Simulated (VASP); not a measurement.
Set up this calculation in VASP 6.6.1, as the native input.

| Property | Result |
| --- | --- |
| Task | single point |
| Functional | HF |
| Potentials or basis | VASP PAW PBE potentials, release 64 (Te) |
| Cutoff | 520 eV |
| k mesh | 4 × 4 × 3 |
| Occupations | gaussian, width 0.025 eV |
| Spin | no spin polarisation |
| Dipole correction | no |
| Grid for exact exchange (PRECFOCK) | Normal |
| Further INCAR settings | ALGO = Normal; EDIFF = 1e-06; NBANDS = 16 |
| Share of exact exchange | 1 |

The system is Te.

```
Te
1.0
     4.50545    0.00000    0.00000
    -2.25272    3.90183    0.00000
     0.00000    0.00000    5.99276
Te
3
Direct
  0.73100 0.73100 0.50000
  0.00000 0.26900 0.83333
  0.26900 0.00000 0.16667
```

These files were run (other wordings do the same):

POSCAR

```
Te
1.0
    4.5054489476      0.0000000000      0.0000000000
   -2.2527244738      3.9018332442      0.0000000000
    0.0000000000      0.0000000000      5.9927568208
Te
3
Direct
    0.7310000000      0.7310000000      0.5000000000
    0.0000000000      0.2690000000      0.8333333333
    0.2690000000      0.0000000000      0.1666666667
```

INCAR.step1

```
PREC = Accurate
ENCUT = 520
EDIFF = 1E-5
ISMEAR = 0
SIGMA = 0.025
LREAL = False
LASPH = True
NELM = 80
ALGO = Normal
ISIF = 2
LWAVE = True
LCHARG = False
GGA = PE
NBANDS = 16
```

INCAR.step2

```
PREC = Accurate
ENCUT = 520
EDIFF = 1E-6
ISMEAR = 0
SIGMA = 0.025
LREAL = False
LASPH = True
NELM = 80
ALGO = Normal
ISIF = 2
LWAVE = False
LCHARG = False
GGA = PE
LHFCALC = True
AEXX = 1.0
ALDAC = 0.0
AGGAC = 0.0
PRECFOCK = Normal
ISTART = 1
NBANDS = 16
```

KPOINTS

```
Automatic mesh
0
Gamma
  4 4 3
```

Potentials or basis: VASP PAW PBE potentials, release 64 (Te).

Launch:

```bash
$ cat potpaw_PBE.64/Te/POTCAR > POTCAR
$ cp INCAR.step1 INCAR
$ mpirun -np 1 vasp_std > vasp.out
$ cp INCAR.step2 INCAR
$ mpirun -np 1 vasp_std > vasp.out
```

Results of the run:

* Pressure: -3.4 GPa
* Largest force: 2.234 eV/Å
* Band gap on the k mesh: 6.42 eV (least direct gap 6.57 eV)

Caveat: the stress differs along the axes, from -8 to -1 GPa; the PAW data sets were made with another functional, which shifts forces and pressure a little; spin-orbit coupling is left out, which moves the levels of the heavy elements.

Run time: 25 min on 1 thread of Intel(R) Xeon(R) Platinum 8259CL CPU @ 2.50GHz (Skylake/Cascade Lake), with other jobs on the host, peak memory 0.26 GiB.
